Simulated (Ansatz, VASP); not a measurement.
# GaP in VASP and in Ansatz

```
Ga P
1.0
     0.00000    2.75250    2.72525
     2.75250    0.00000    2.72525
     2.75250    2.75250    0.00000
Ga P
1 1
Direct
  0.00000 0.00000 0.00000
  0.75000 0.75000 0.75000
```

Change from the starting cell: equal xx and yy strain of +1 %.

Alike in both runs: task single point; functional LDA; k mesh 10 × 10 × 10; occupations fermi-dirac, width 0.05 eV; no spin polarisation.

|  | VASP | Ansatz |
| --- | --- | --- |
| version | VASP 6.6.1 | Ansatz 0.2.0 |
| potentials or method | VASP PAW LDA potentials, release 64 (Ga_d, P), cutoff 520 eV | all-electron LAPW, scalar-relativistic |

|  | VASP | Ansatz | Ansatz less VASP |
| --- | --- | --- | --- |
| pressure (GPa) | -4.2 | -4.2 | -0.05 |
| traceless stress, the component that is largest in VASP (GPa) | 0.50 | 0.50 | +0.001 |

LDA's correlation is that of Perdew and Zunger in VASP and of Perdew and Wang (1992) in Ansatz. Ansatz ran all-electron here, and VASP with PAW potentials.
